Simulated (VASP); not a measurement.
# SnO: single point with PBEsol

The system is SnO.

```
CELL_PARAMETERS angstrom
3.61186 0.00000 0.00000
0.00000 3.61186 0.00000
0.00000 0.00000 4.12441
ATOMIC_POSITIONS crystal
Sn 0.50000 0.00000 0.71723
Sn 0.00000 0.50000 0.28277
O 0.00000 0.00000 0.00000
O 0.50000 0.50000 0.00000
```

| Quantity | Value |
| --- | --- |
| Program | VASP 6.6.1 |
| Task | single point |
| Functional | PBEsol |
| Potentials or basis | VASP PAW PBE potentials, release 64 (Sn_d, O_h) |
| Cutoff | 1340 eV |
| k mesh | 7 × 7 × 6 |
| Occupations | fermi-dirac, width 0.05 eV |
| Spin | no spin polarisation |
| Dipole correction | no |
| Further INCAR settings | ALGO = Normal; EDIFF = 1e-06; NBANDS = 28 |

| Property | Result |
| --- | --- |
| Pressure | 20.4 GPa |
| Largest force | 0.092 eV/Å |
| Band gap on the k mesh | zero (bands 20 and 21 overlap by 1.38 eV) |

Forces on the atoms (eV/Å):
```
Sn   0.000  0.000 -0.092
Sn   0.000  0.000  0.092
O    0.000  0.000  0.000
O    0.000  0.000  0.000
```

Stress tensor (GPa, compression positive):
```
20.37  0.00  0.00
 0.00 20.37  0.00
 0.00  0.00 20.47
```

Levels at points of the mesh, in eV from the Fermi level:
```
           k point  band 16  band 17  band 18  band 19  band 20  band 21  band 22  band 23  band 24  band 25
(0.00, 0.00, 0.00)    -7.41    -4.13    -3.58    -3.58     0.26     3.57     3.90     3.90     6.26     6.55
(0.00, 0.00, 0.50)    -4.33    -3.59    -3.59    -2.58    -1.10     1.55     1.55     1.98     3.14     7.71
```

Run time: 3.1 min on 1 thread of Intel(R) Xeon(R) Platinum 8259CL CPU @ 2.50GHz (Skylake/Cascade Lake), with other jobs on the host, peak memory 0.45 GiB.

Caveat: the cell stands under pressure; the PAW data sets were made with another functional, which shifts forces and pressure a little; spin-orbit coupling is left out, which moves the levels of the heavy elements.
